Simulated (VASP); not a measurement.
# TaRu (P4/mmm) in VASP: notebook

Runs on TaRu. Level: LDA. Tasks: electric field gradients.

Program: VASP 6.6.1. These are calculated values, not measurements. Logs are shortened: lines on timing, memory, paths and dates and some standing lists are left out, and cuts for length are marked.

### Step 1. The cell of the first run

The structure is tetragonal, space group P4/mmm (No. 123). Conventional cell: a = 3.093 Å, b = 3.093 Å, c = 3.434 Å, α = 90.00°, β = 90.00°, γ = 90.00°. Ta (site symmetry 4/mmm) has 8 Ru at 2.78 Å and 6 Ta at 3.09 to 3.43 Å within 3.7 Å. Ru (site symmetry 4/mmm) has 8 Ta at 2.78 Å and 6 Ru at 3.09 to 3.43 Å within 3.7 Å.

### Step 2. Electric field gradients, LDA (volume scaled by 1.04)

Contents of INCAR:

```
PREC = Accurate
ENCUT = 520
EDIFF = 1E-8
ISMEAR = -1
SIGMA = 0.05
LREAL = F
LASPH = T
NELM = 60
ALGO = Normal
ISIF = 2
LWAVE = F
LCHARG = F
LEFG = T
NBANDS = 20
```

Contents of KPOINTS:

```
regular mesh
0
Gamma
  11 11 10
```

Contents of POSCAR:

```
TaRu
1.0
    3.0931756599      0.0000000000      0.0000000000
    0.0000000000      3.0931756599      0.0000000000
    0.0000000000      0.0000000000      3.4335972196
Ta Ru
1 1
Direct
    0.5000000000      0.5000000000      0.5000000000
    0.0000000000      0.0000000000      0.0000000000
```

Potentials or basis: VASP PAW LDA potentials, release 64 (Ta_pv, Ru_pv).

The run is started by

```
$ cat potpaw_LDA.64/Ta_pv/POTCAR potpaw_LDA.64/Ru_pv/POTCAR > POTCAR
$ mpirun -np 1 vasp_std > vasp.out
```

OUTCAR:

```text
PREC = Accurate
   ENCUT = 520
   EDIFF = 1E-8
   ISMEAR = -1
   LREAL = F
   LASPH = T
   NELM = 60
   ISIF = 2

 ion  position               nearest neighbor table
   1  0.500  0.500  0.500-   2 2.78   2 2.78   2 2.78   2 2.78   2 2.78   2 2.78   2 2.78   2 2.78

   2  0.000  0.000  0.000-   1 2.78   1 2.78   1 2.78   1 2.78   1 2.78   1 2.78   1 2.78   1 2.78

  LATTYP: Found a simple tetragonal cell.
 ALAT       =     3.0931756599
 C/A-ratio  =     1.1100556829

  Lattice vectors:

 A1 = (   3.0931756599,   0.0000000000,   0.0000000000)
 A2 = (   0.0000000000,   3.0931756599,   0.0000000000)
 A3 = (   0.0000000000,   0.0000000000,   3.4335972196)

Analysis of symmetry for initial positions (statically):
=====================================================================
 Subroutine PRICEL returns:
 Original cell was already a primitive cell.

 Routine SETGRP: Setting up the symmetry group for a
 simple tetragonal supercell.

 Subroutine GETGRP returns: Found 16 space group operations
 (whereof 16 operations were pure point group operations)
 out of a pool of 16 trial point group operations.

The static configuration has the point symmetry D_4h.

Analysis of symmetry for dynamics (positions and initial velocities):
=====================================================================
 Subroutine PRICEL returns:
 Original cell was already a primitive cell.

 Routine SETGRP: Setting up the symmetry group for a
 simple tetragonal supercell.

 Subroutine GETGRP returns: Found 16 space group operations
 (whereof 16 operations were pure point group operations)
 out of a pool of 16 trial point group operations.

The dynamic configuration has the point symmetry D_4h.

 Subroutine INISYM returns: Found 16 space group operations
 (whereof 16 operations are pure point group operations),
 and found     1 'primitive' translations

----------------------------------------------------------------------------------------

                                     Primitive cell

  volume of cell :      32.8518

  direct lattice vectors                    reciprocal lattice vectors
     3.093175660  0.000000000  0.000000000     0.323292341  0.000000000  0.000000000
     0.000000000  3.093175660  0.000000000     0.000000000  0.323292341  0.000000000
     0.000000000  0.000000000  3.433597220     0.000000000  0.000000000  0.291239751

  length of vectors
     3.093175660  3.093175660  3.433597220     0.323292341  0.323292341  0.291239751

  position of ions in fractional coordinates (direct lattice)
     0.500000000  0.500000000  0.500000000
     0.000000000  0.000000000  0.000000000

  ion indices of the primitive-cell ions
   primitive index   ion index
                 1           1
                 2           2

----------------------------------------------------------------------------------------

 KPOINTS: regular mesh

Automatic generation of k-mesh.
 Grid dimensions read from file:
 generate k-points for:   11   11   10

 Generating k-lattice:

  Cartesian coordinates                     Fractional coordinates (reciprocal lattice)
     0.029390213  0.000000000  0.000000000     0.090909091  0.000000000  0.000000000
     0.000000000  0.029390213  0.000000000     0.000000000  0.090909091  0.000000000
     0.000000000  0.000000000  0.029123975     0.000000000  0.000000000  0.100000000

  Length of vectors
     0.029390213  0.029390213  0.029123975

  Shift w.r.t. Gamma in fractional coordinates (k-lattice)
     0.000000000  0.000000000  0.000000000

 Subroutine IBZKPT returns following result:
 ===========================================

 Found    126 irreducible k-points:

 Following reciprocal coordinates:
            Coordinates               Weight
  0.000000  0.000000  0.000000      1.000000
  0.090909  0.000000  0.000000      4.000000
  0.181818  0.000000  0.000000      4.000000
  0.272727  0.000000  0.000000      4.000000
  0.363636  0.000000  0.000000      4.000000
  0.454545  0.000000  0.000000      4.000000
[... 16 lines left out ...]
  0.090909  0.000000  0.100000      8.000000
  0.181818  0.000000  0.100000      8.000000
 [... further k-points ...]
   k-points           NKPTS =    126   k-points in BZ     NKDIM =    126   number of bands    NBANDS=     20
   number of dos      NEDOS =    301   number of ions     NIONS =      2
   total plane-waves  NPLWV =  16128
   dimension x,y,z NGX =    24 NGY =   24 NGZ =   28
   dimension x,y,z NGXF=    48 NGYF=   48 NGZF=   56
   ions per type =               1   1
   NGX,Y,Z   is equivalent  to a cutoff of  12.90, 12.90, 13.56 a.u.
   NGXF,Y,Z  is equivalent  to a cutoff of  25.80, 25.80, 27.11 a.u.
 SYSTEM =  unknown system
   PREC   = accura    normal or accurate (medium, high low for compatibility)
   ISTART =      0    job   : 0-new  1-cont  2-samecut
   ICHARG =      2    charge: 1-file 2-atom 10-const
   ISPIN  =      1    spin polarized calculation?
   LNONCOLLINEAR =      F non collinear calculations
   LSORBIT =      F    spin-orbit coupling
   LASPH  =      T    aspherical Exc in radial PAW
   ENCUT  =  520.0 eV  38.22 Ry    6.18 a.u.   5.75  5.75  6.38*2*pi/ulx,y,z
   NELM   =     60;   NELMIN=  2; NELMDL= -5     # of ELM steps
   EDIFF  = 0.1E-07   stopping-criterion for ELM
   LREAL  =      F    real-space projection
   EDIFFG = 0.1E-06   stopping-criterion for IOM
   NSW    =      0    number of steps for IOM
   IBRION =     -1    ionic relax: 0-MD 1-quasi-New 2-CG
   NFREE  =      0    steps in history (QN), initial steepest desc. (CG)
   ISIF   =      2    stress and relaxation
   ISYM   =      2    0-nonsym 1-usesym 2-fastsym
   POTIM  = 0.5000    time-step for ionic-motion
   TEBEG  =    0.0;   TEEND  =   0.0 temperature during run
   PSTRESS=    0.0 pullay stress
   NELECT =      25.0000    total number of electrons
   NUPDOWN=      -1.0000    fix difference up-down
   EMIN   =  10.00;   EMAX   =-10.00  energy-range for DOS
   EFERMI =   0.00;   METHOD = LEGACY
   ISMEAR =    -1;   SIGMA  =   0.05  broadening in eV -4-tet -1-fermi 0-gaus
   EFERMI_NEDOS =   21; number of points for ismear=-14 and -15
   IALGO  =     38    algorithm
   IMIX   =      4    mixing-type and parameters
     AMIX     =   0.40;   BMIX     =  1.00
     AMIX_MAG =   1.60;   BMIX_MAG =  1.00
  volume/ion in A,a.u.               =      16.43       110.85
  Fermi-wavevector in a.u.,A,eV,Ry     =   1.494636  2.824452 30.394540  2.233936
  Thomas-Fermi vector in A             =   2.606883
   LORBIT       =      0    0 simple, 1 ext, 2 COOP (PROOUT), +10 PAW based schemes
   GGA     = CA    functional components
   LHFCALC =     F    Hartree Fock is set to
   AEXX    =    0.0000 exact exchange contribution
   IVDW    =     0    specifies the selected vdW correction
   LEPSILON=     F    determine dielectric tensor
   LRPA    =     F    only Hartree local field effects (RPA)
 non-spin polarized calculation
  energy-cutoff  :      520.00
  volume of cell :       32.85
 maximum number of plane-waves:       901
 NGX is ok and might be reduce to    24
   NGX = 11   NGY = 11   NGZ = 13

 number of electron      25.0000006 magnetization

 Free energy of the ion-electron system (eV)
  ---------------------------------------------------
  ext. energy  EPLUGINS =         0.00000000
  ---------------------------------------------------
  free energy    TOTEN  =       -23.92497735 eV

  energy without entropy =      -23.90488905  energy(sigma->0) =      -23.91493320

 E-fermi :   8.7122     XC(G=0): -13.2701

 val. band max:        8.7074397715   @ k =   0.4545   0.1818   0.0000
 cond. band min:       8.7228141321   @ k =   0.0909   0.0000   0.4000
 fundamental gap:      0.0153743606
 Fermi energy:         8.7122473988

 k-point     1 :       0.0000    0.0000    0.0000
  band No.  band energies     occupation
      1     -33.9580      2.00000
      2     -33.9316      2.00000
      3     -33.9316      2.00000
      4     -26.0404      2.00000
      5     -25.9135      2.00000
      6     -25.9135      2.00000
[... 12 lines left out ...]
     19      17.8281      0.00000
     20      17.8281      0.00000

 k-point     2 :       0.0909    0.0000    0.0000
  band No.  band energies     occupation
      1     -33.9560      2.00000
      2     -33.9423      2.00000
      3     -33.9301      2.00000
      4     -26.0400      2.00000
      5     -25.9474      2.00000
      6     -25.9122      2.00000
[... 498 lines left out ...]
 k-point    24 :       0.1818    0.0000    0.1000
  band No.  band energies     occupation
      1     -33.9712      2.00000
      2     -33.9538      2.00000
      3     -33.9254      2.00000
      4     -26.0576      2.00000
      5     -26.0318      2.00000
      6     -25.9089      2.00000
[... 12 lines left out ...]
     19      17.4799      0.00000
     20      18.9582      0.00000

 [... further k-points ...]

------------------------ aborting loop because EDIFF is reached ----------------------------------------

  FORCE on cell =-STRESS in cart. coord.  units (eV):
  Direction    XX          YY          ZZ          XY          YZ          ZX
  --------------------------------------------------------------------------------------
  -------------------------------------------------------------------------------------
  Total       -3.8696200     -3.8696200     -3.5481204      0.0000000      0.0000000     -0.0000000
  in kB     -188.7210680   -188.7210680   -173.0415554      0.0000000      0.0000000     -0.0000000
  external PRESSURE =    -183.4945638 kB  Pullay stress =       0.0000000 kB

 VOLUME and BASIS-vectors are now :
 -----------------------------------------------------------------------------
  energy-cutoff  :      520.00
  volume of cell :       32.85
      direct lattice vectors                 reciprocal lattice vectors
     3.093175660  0.000000000  0.000000000     0.323292341  0.000000000  0.000000000
     0.000000000  3.093175660  0.000000000     0.000000000  0.323292341  0.000000000
     0.000000000  0.000000000  3.433597220     0.000000000  0.000000000  0.291239751

 POSITION                                       TOTAL-FORCE (eV/Angst)
 -----------------------------------------------------------------------------------
      1.54659      1.54659      1.71680         0.000000      0.000000      0.000000
      0.00000      0.00000      0.00000         0.000000      0.000000      0.000000
 -----------------------------------------------------------------------------------
    total drift:                                0.000000      0.000000     -0.000000

  FREE ENERGIE OF THE ION-ELECTRON SYSTEM (eV)
  ---------------------------------------------------
  free  energy   TOTEN  =       -23.9249773494 eV

  energy  without entropy=      -23.9048890479  energy(sigma->0) =      -23.91493320

 Electric field gradients (V/A^2)
---------------------------------------------------------------------
 ion       V_xx      V_yy      V_zz      V_xy      V_xz      V_yz
---------------------------------------------------------------------
   1      -7.391    -7.391    14.783     0.000     0.000    -0.000
   2      -9.093    -9.093    18.186    -0.000    -0.000     0.000
---------------------------------------------------------------------

 Electric field gradients after diagonalization (V/A^2)
 (convention: |V_zz| > |V_xx| > |V_yy|)
----------------------------------------------------------------------
 ion       V_xx      V_yy      V_zz     asymmetry (V_yy - V_xx)/ V_zz
----------------------------------------------------------------------
   1      -7.391    -7.391    14.783       0.000
   2      -9.093    -9.093    18.186       0.000
----------------------------------------------------------------------

           NMR quadrupolar parameters

 Cq : quadrupolar parameter    Cq=e*Q*V_zz/h
 eta: asymmetry parameters     (V_yy - V_xx)/ V_zz
 Q  : nuclear electric quadrupole moment in mb (millibarn)
----------------------------------------------------------------------
 ion       Cq(MHz)       eta       Q (mb)
----------------------------------------------------------------------
   1       0.036       0.000       1.000
   2       0.044       0.000       1.000
----------------------------------------------------------------------
```

Wall time 92 s (1 thread of AMD EPYC 7R43 (Zen 3), shared host); peak memory 0.16 GiB.

What came out:

* Free energy: -23.9250 eV
* Pressure: -18.3 GPa

Electric field gradients, principal values (V/Å²):
| atom | least | middle | greatest (by size) |
| --- | --- | --- | --- |
| 1 Ta | -7.391 | -7.391 | 14.783 |
| 2 Ru | -9.093 | -9.093 | 18.186 |

Caveat: without QUAD_EFG the Cq values of the log hold for a quadrupole moment of 1 mb, not for the nuclei; spin-orbit coupling is left out, which moves the levels of the heavy elements.

(Part 1 of 2 ends here.)
